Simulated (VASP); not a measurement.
Set up this calculation in VASP 6.6.1, as the native input.

```
Task                   : relaxation of cell and atoms
Functional             : PBE
Potentials or basis    : VASP PAW PBE potentials, release 64 (Te, As)
Cutoff                 : 600 eV
k mesh                 : 12 × 12 × 4
Occupations            : gaussian, width 0.1 eV
Spin                   : no spin polarisation
Dipole correction      : no
Further INCAR settings : ALGO = Normal; EDIFF = 1e-06; IBRION = 2; EDIFFG = -0.01; NSW = 100; ISIF = 3
```

The structure of Te5As lies in POSCAR:

```
Te5As
1.0
    3.9872305841      0.0000000000      0.0000000000
   -1.9936152921      3.4530429766      0.0000000000
    0.0000000000      0.0000000000     12.9195509482
Te As
5 1
Direct
    0.6666666667      0.3333333333      0.8536837428
    0.3333333333      0.6666666667      0.6691398318
    0.6666666667      0.3333333333      0.5000000000
    0.3333333333      0.6666666667      0.3308601682
    0.6666666667      0.3333333333      0.1463162572
    0.3333333333      0.6666666667      0.0000000000
```

The input as run:

INCAR

```
SYSTEM = Te5As
ALGO     = Normal         ! electronic algorithm
EDIFF    = 1E-6           ! SCF threshold, eV
EDIFFG   = -0.01          ! ionic threshold
ENCUT    = 600            ! plane-wave cutoff, eV
GGA      = PE             ! functional
IBRION   = 2              ! ionic algorithm
ISIF     = 3              ! what is computed and relaxed
ISMEAR   = 0              ! smearing method
LASPH    = .True.         ! aspherical terms in the spheres
LCHARG   = .False.        ! write CHGCAR
LREAL    = .False.        ! projectors in reciprocal space
LWAVE    = .False.        ! write WAVECAR
NELM     = 60             ! most SCF steps
NSW      = 100            ! ionic steps
PREC     = Accurate       ! precision mode
SIGMA    = 0.1            ! smearing width, eV
```

KPOINTS

```
k-points
0
Gamma
  12 12 4
  0 0 0
```

Potentials or basis: VASP PAW PBE potentials, release 64 (Te, As).

Run with:

```sh
$ cat potpaw_PBE.64/Te/POTCAR potpaw_PBE.64/As/POTCAR > POTCAR
$ mpirun -np 1 vasp_std > vasp.out
```

It gave:

The relaxed volume is 29.59 Å³/atom, the relaxed cell is a = 3.985 Å, b = 3.985 Å, c = 12.913 Å, α = 90.00°, β = 90.00°, γ = 120.00° and the space group after relaxing (to 0.05 Å) is P-6m2 (No. 187). The energy gained by relaxing is 0.0 meV/atom and the ionic steps are 3. The pressure after relaxing is 0.0 GPa. The largest force after relaxing is 0.010 eV/Å.

It took 11 min on 1 thread of AMD EPYC 9R45 (Zen 5), with other jobs on the host, peak memory 0.46 GiB.
